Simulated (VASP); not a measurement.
Write the native input for VASP 6.6.1 that does the following.

* Task: single point
* Functional: BLYP
* Potentials or basis: VASP PAW PBE potentials, release 64 (Al)
* Cutoff: 520 eV
* k mesh: 15 × 15 × 15
* Occupations: fermi-dirac, width 0.1 eV
* Spin: no spin polarisation
* Dipole correction: no
* Further INCAR settings: ALGO = Normal; EDIFF = 1e-07; NBANDS = 10

The structure of Al lies in POSCAR:

```
Al
1.0
    0.0000000000      3.0791385534      3.0791385534
    3.0791385534      0.0000000000      3.0791385534
    3.0791385534      3.0791385534      0.0000000000
Al
2
Direct
    0.1250000000      0.1250000000      0.1250000000
    0.8750000000      0.8750000000      0.8750000000
```

These files were run (other wordings do the same):

INCAR

```
PREC     = Accurate       # precision mode
ENCUT    = 520            # plane-wave cutoff, eV
EDIFF    = 1E-7           # SCF threshold, eV
ISMEAR   = -1             # smearing method
SIGMA    = 0.1            # smearing width, eV
LREAL    = False          # projectors in reciprocal space
LASPH    = True           # aspherical terms in the spheres
NELM     = 80             # most SCF steps
ALGO     = Normal         # electronic algorithm
ISIF     = 2              # what is computed and relaxed
LWAVE    = False          # write WAVECAR
LCHARG   = False          # write CHGCAR
GGA      = B5             # functional
ALDAX    = 1.0          
AGGAX    = 1.0          
AGGAC    = 1.0          
ALDAC    = 0.0          
NBANDS   = 10             # bands
```

KPOINTS

```
regular mesh
0
Gamma
  15 15 15
```

Potentials or basis: VASP PAW PBE potentials, release 64 (Al).

Run with:

```sh
$ cat potpaw_PBE.64/Al/POTCAR > POTCAR
$ mpirun -np 1 vasp_std > vasp.out
```

Results of the run:

* Pressure: 0.1 GPa
* Band gap on the k mesh: zero (band 3 reaches 4.83 eV, above the bottom of band 4 at 1.93 eV)

Caveat: the PAW data sets were made with another functional, which shifts forces and pressure a little.

It took 38 s on 1 thread of Intel(R) Xeon(R) Platinum 8259CL CPU @ 2.50GHz (Skylake/Cascade Lake) (shared host), peak memory 0.2 GiB.
